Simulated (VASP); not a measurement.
# Na (P6_3/mmc) in VASP: further runs, part 2 of 2

VASP 6.6.1. The steps go on from the part before.

## 4. Relaxation of cell and atoms, PBEsol, target pressure 0.29 GPa, at which the enthalpy is minimised

This run uses another cell than the first one: it holds 2 atoms, not 4.

Input file INCAR:

```
SYSTEM = Na
ALGO     = Normal         ! electronic algorithm
EDIFF    = 1E-6           ! SCF threshold, eV
EDIFFG   = -0.005         ! ionic threshold
ENCUT    = 600            ! plane-wave cutoff, eV
GGA      = PS             ! functional
IBRION   = 2              ! ionic algorithm
ISIF     = 3              ! what is computed and relaxed
ISMEAR   = -1             ! smearing method
LASPH    = .TRUE.         ! aspherical terms in the spheres
LCHARG   = .FALSE.        ! write CHGCAR
LREAL    = .FALSE.        ! projectors in reciprocal space
LWAVE    = .FALSE.        ! write WAVECAR
NELM     = 60             ! most SCF steps
NSW      = 60             ! ionic steps
PREC     = Accurate       ! precision mode
PSTRESS  = 2.9          
SIGMA    = 0.1            ! smearing width, eV
```

Input file KPOINTS:

```
k-points
0
G
  12 12 7
  0 0 0
```

Input file POSCAR:

```
Na
1.0
    3.6882234757      0.0000000000      0.0000000000
   -1.8441117378      3.1940952248      0.0000000000
    0.0000000000      0.0000000000      5.9749220306
Na
2
Direct
    0.3333333333      0.6666666667      0.2500000000
    0.6666666667      0.3333333333      0.7500000000
```

Potentials or basis: VASP PAW PBE potentials, release 64 (Na_pv).

Started as:

```console
$ cat potpaw_PBE.64/Na_pv/POTCAR > POTCAR
$ mpirun -np 1 vasp_std > vasp.out
```

OUTCAR:

```text
SYSTEM = Na
   EDIFF = 1E-6
   EDIFFG = -0.005
   ENCUT = 600
   GGA = PS
   IBRION = 2
   ISIF = 3
   ISMEAR = -1
   LASPH = .TRUE.
   LREAL = .FALSE.
   NELM = 60
   NSW = 60
   PREC = Accurate
   PSTRESS = 2.9

 ion  position               nearest neighbor table
   1  0.333  0.667  0.250-
   2  0.667  0.333  0.750-

  LATTYP: Found a hexagonal cell.
 ALAT       =     3.6882234757
 C/A-ratio  =     1.6200000000

  Lattice vectors:

 A1 = (   3.6882234757,   0.0000000000,   0.0000000000)
 A2 = (  -1.8441117378,   3.1940952248,   0.0000000000)
 A3 = (   0.0000000000,   0.0000000000,   5.9749220306)

Analysis of symmetry for initial positions (statically):
=====================================================================
 Subroutine PRICEL returns:
 Original cell was already a primitive cell.

 Routine SETGRP: Setting up the symmetry group for a
 hexagonal supercell.

 Subroutine GETGRP returns: Found 24 space group operations
 (whereof 12 operations were pure point group operations)
 out of a pool of 24 trial point group operations.

The static configuration has the point symmetry D_3d.
 The point group associated with its full space group is D_6h.
[... 170 lines left out ...]
  -------------------------------------------------------------------------------------
  Total        0.1195154      0.1195154      0.1453195      0.0000000      0.0000000     -0.0000000
  in kB        2.7204272      2.7204272      3.3077852      0.0000000      0.0000000     -0.0000000
  external PRESSURE =       0.0162132 kB  Pullay stress =       2.9000000 kB
[... 101 lines left out ...]
--------------------------------------- Ionic step        4  -------------------------------------------

 number of electron      13.9999992 magnetization

 Free energy of the ion-electron system (eV)
  ---------------------------------------------------
  ext. energy  EPLUGINS =         0.00000000
  ---------------------------------------------------
  free energy    TOTEN  =        -2.81334464 eV

  energy without entropy =       -2.78217454  energy(sigma->0) =       -2.79775959

 E-fermi :   0.4513     XC(G=0):  -6.6382

 val. band max:        0.4416565369   @ k =   0.0833   0.0833   0.1429
 cond. band min:       0.5324909157   @ k =   0.2500   0.0833   0.2857
 fundamental gap:      0.0908343788
 Fermi energy:         0.4512784575

 k-point     1 :       0.0000    0.0000    0.0000
  band No.  band energies     occupation
      1     -24.3294      2.00000
      2     -24.2927      2.00000
      3     -24.2927      2.00000
      4     -24.2868      2.00000
      5     -24.2868      2.00000
      6     -24.2865      2.00000
      7      -2.9345      2.00000
      8       1.0127      0.00726
      9       1.4863      0.00006
     10      10.7082      0.00000
     11      10.7082      0.00000
[... 309 lines left out ...]
 k-point    24 :       0.3333   -0.0000    0.1429
  band No.  band energies     occupation
      1     -24.3205      2.00000
      2     -24.3132      2.00000
      3     -24.3107      2.00000
      4     -24.2996      2.00000
      5     -24.2926      2.00000
      6     -24.2915      2.00000
      7      -1.1731      2.00000
      8       1.7012      0.00001
      9       3.4519      0.00000
     10       4.3307      0.00000
     11       6.3135      0.00000

 [... further k-points ...]
[... 5 lines left out ...]
  --------------------------------------------------------------------------------------
  -------------------------------------------------------------------------------------
  Total        0.1317909      0.1317909      0.1257810      0.0000000      0.0000000      0.0000000
  in kB        2.9983377      2.9983377      2.8616063      0.0000000      0.0000000      0.0000000
  external PRESSURE =       0.0527606 kB  Pullay stress =       2.9000000 kB
[... 21 lines left out ...]
  energy  without entropy=       -2.7821745416  energy(sigma->0) =       -2.79775959

  enthalpy is  TOTEN    =        -2.6858761055 eV   P V=        0.1274685306

 reached required accuracy - stopping structural energy minimisation
```

OSZICAR:

```text
N       E                     dE             d eps       ncg     rms          rms(c)
DAV:   1     0.940112609654E+02    0.94011E+02   -0.83043E+03  1672   0.136E+03
DAV:   2     0.499114952687E+00   -0.93512E+02   -0.93044E+02  1690   0.324E+02
[... 19 lines left out ...]
   3 F= -.26858711E+01 E0= -.26703404E+01  d E =-.311777E-04
       N       E                     dE             d eps       ncg     rms          rms(c)
DAV:   1    -0.281373791647E+01   -0.43678E-03   -0.25298E-02  1942   0.207E+00    0.169E-01
DAV:   2    -0.281350937257E+01    0.22854E-03   -0.46959E-04  1777   0.286E-01    0.104E-01
DAV:   3    -0.281334341924E+01    0.16595E-03   -0.33155E-05  1759   0.141E-01    0.231E-03
DAV:   4    -0.281334453161E+01   -0.11124E-05   -0.99069E-06  1652   0.468E-02    0.120E-03
DAV:   5    -0.281334463608E+01   -0.10448E-06   -0.33816E-07   899   0.115E-02
   4 F= -.26858761E+01 E0= -.26702911E+01  d E =-.362287E-04
```

Run time: 43 s. Hardware: 1 thread of Intel Xeon 6975P-C (Granite Rapids), shared host; peak memory 0.22 GiB.

Results:

```
Free energy                                                : -2.8133 eV
Relaxed volume                                             : 35.21 Å³/atom
Relaxed cell                                               : a = 3.681 Å, b = 3.681 Å, c = 6.001 Å, α = 90.00°, β = 90.00°, γ = 120.00°
Space group after relaxing (to 0.1 Å)                      : P6_3/mmc (No. 194)
Energy change on relaxing (the run minimises the enthalpy) : -0.1 meV/atom
Ionic steps                                                : 4
Pressure after relaxing                                    : 0.3 GPa
Band gap on the k mesh                                     : zero (bands 7 and 8 overlap by 4.01 eV)
```

Step by step:
```tsv
step	energy change (eV)	largest force (eV/Å)	pressure (GPa)	volume (Å³)
1	0.0000	0.0000	0.29	70.39
2	0.0000	0.0000	0.28	70.39
3	-0.0001	0.0000	0.27	70.40
4	-0.0001	0.0000	0.30	70.42
```

Final structure:
```
CELL_PARAMETERS angstrom
3.68120 0.00000 0.00000
-1.84060 3.18802 0.00000
0.00000 0.00000 6.00074
ATOMIC_POSITIONS crystal
Na 0.33333 0.66667 0.25000
Na 0.66667 0.33333 0.75000
```

Caveat: the cell is relaxed towards a set pressure, so the run minimises the enthalpy, not the energy; the PAW data sets were made with another functional, which shifts forces and pressure a little.

## 5. Relaxation of cell and atoms, PBEsol, target pressure 0.29 GPa, at which the enthalpy is minimised

This run uses another cell than the first one: it holds 2 atoms, not 4.

Input file INCAR:

```
SYSTEM = Na
  PREC = Accurate
  ENCUT = 600
  EDIFF = 1E-6
  ISMEAR = -1
  SIGMA = 0.1
  LREAL = .False.
  LASPH = .True.
  NELM = 100
  ALGO = Normal
  ISIF = 3
  LWAVE = .False.
  LCHARG = .False.
  GGA = PS
  IBRION = 2
  NSW = 32
  EDIFFG = -0.005
  PSTRESS = 2.9
```

Input file KPOINTS:

```
Automatic mesh
0
Gamma
  12 12 7
  0 0 0
```

Input file POSCAR:

```
Na
1.0
    3.6821323403      0.0000000000      0.0000000000
   -1.8410661701      3.1888201468      0.0000000000
    0.0000000000      0.0000000000      5.9949226169
Na
2
Direct
    0.3333333333      0.6666666667      0.2500000000
    0.6666666667      0.3333333333      0.7500000000
```

Started as:

```console
$ cat potpaw_PBE.64/Na_pv/POTCAR > POTCAR
$ mpirun -np 1 vasp_std > vasp.out
```

It took 18 s on 1 thread of Intel Xeon 6975P-C (Granite Rapids), shared host; peak memory 0.21 GiB.

Results (log left out):

- Free energy: -2.8133 eV
- Pressure after relaxing: 0.3 GPa
- Band gap on the k mesh: zero (bands 7 and 8 overlap by 4.01 eV)

Final structure:
```yaml
crystal:
  lattice:
    - [3.68213, 0.00000, 0.00000]
    - [-1.84107, 3.18882, 0.00000]
    - [0.00000, 0.00000, 5.99492]
  atoms:
    - { symbol: Na, position: [0.33333, 0.66667, 0.25000] }
    - { symbol: Na, position: [0.66667, 0.33333, 0.75000] }
```

Levels at points of the mesh, in eV from the Fermi level:
```csv
k point,band 3,band 4,band 5,band 6,band 7,band 8,band 9,band 10,band 11
"(0.00, 0.00, 0.00)",-24.74,-24.74,-24.74,-24.74,-3.39,0.57,1.04,10.25,10.25
"(0.50, 0.00, 0.00)",-24.76,-24.75,-24.75,-24.74,0.23,0.38,3.94,4.00,4.54
```

Caveat: the relaxation stopped at its first step, so nothing moved; the cell is relaxed towards a set pressure, so the run minimises the enthalpy, not the energy; the PAW data sets were made with another functional, which shifts forces and pressure a little.

## 6. The runs side by side

```csv
task,cell,k mesh,cutoff (eV),gap on the mesh (eV),pressure (GPa)
single point,"a = 3.707, b = 3.707, c = 11.809 Å, angles 90.0, 90.0, 120.0°, 4 atoms, atomic positions A",8 × 8 × 5,520,none,0.3
relaxation of cell and atoms,"relaxed to 0.29 GPa from a = 3.688, b = 3.688, c = 5.975 Å, angles 90.0, 90.0, 120.0°, 2 atoms, atomic positions B",12 × 12 × 7,600,none,0.3
relaxation of cell and atoms,"relaxed to 0.29 GPa from a = 3.682, b = 3.682, c = 5.995 Å, angles 90.0, 90.0, 120.0°, 2 atoms, atomic positions B",12 × 12 × 7,600,none,0.3
```

Alike in all rows: level PBEsol; potentials or basis VASP PAW PBE potentials, release 64 (Na_pv); no spin polarisation; smearing fermi-dirac 0.1 eV.

Caveats: the PAW data sets were made with another functional, which shifts forces and pressure a little; the cell is relaxed towards a set pressure, so the run minimises the enthalpy, not the energy (at least some runs); the relaxation stopped at its first step, so nothing moved (at least some runs).

Absolute energies hang on the potentials; compare differences alone.
